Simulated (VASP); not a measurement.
Set up this calculation in VASP 6.6.1, as the native input.

```
Task                   : single point
Functional             : PBEsol
Potentials or basis    : VASP PAW PBE potentials, release 64 (Si, C)
Cutoff                 : 600 eV
k mesh                 : 8 × 8 × 8
Occupations            : gaussian, width 0.01 eV
Spin                   : no spin polarisation
Dipole correction      : no
Further INCAR settings : ALGO = Normal; EDIFF = 1e-06; NBANDS = 11
```

The structure of SiC (Moissanite 3C) lies in POSCAR:

```
SiC
1.0
    0.0000000000      2.1790000000      2.1790000000
    2.1790000000      0.0000000000      2.1790000000
    2.1790000000      2.1790000000      0.0000000000
Si C
1 1
Direct
    0.0000000000      0.0000000000      0.0000000000
    0.2500000000      0.2500000000      0.2500000000
```

The input as run:

INCAR

```
SYSTEM = SiC
  ALGO = Normal
  EDIFF = 1E-6
  ENCUT = 600
  GGA = PS
  GGA_COMPAT = .False.
  ISIF = 2
  ISMEAR = 0
  LASPH = .True.
  LCHARG = .False.
  LREAL = .False.
  LWAVE = .False.
  NBANDS = 11
  NELM = 120
  PREC = Accurate
  SIGMA = 0.01
```

KPOINTS

```
k-points
0
Gamma
  8 8 8
  0 0 0
```

Potentials or basis: VASP PAW PBE potentials, release 64 (Si, C).

Command:

```console
$ cat potpaw_PBE.64/Si/POTCAR potpaw_PBE.64/C/POTCAR > POTCAR
$ mpirun -np 1 vasp_std > vasp.out
```

It gave:

```json
{
 "Pressure": "0.0 GPa",
 "Band gap on the k mesh": "1.23 eV, indirect (least direct gap 4.44 eV)"
}
```

Caveat: the PAW data sets were made with another functional, which shifts forces and pressure a little.

It used 24 s of CPU time on 1 thread of AMD EPYC 7R13 Processor (Zen 3) (shared host).
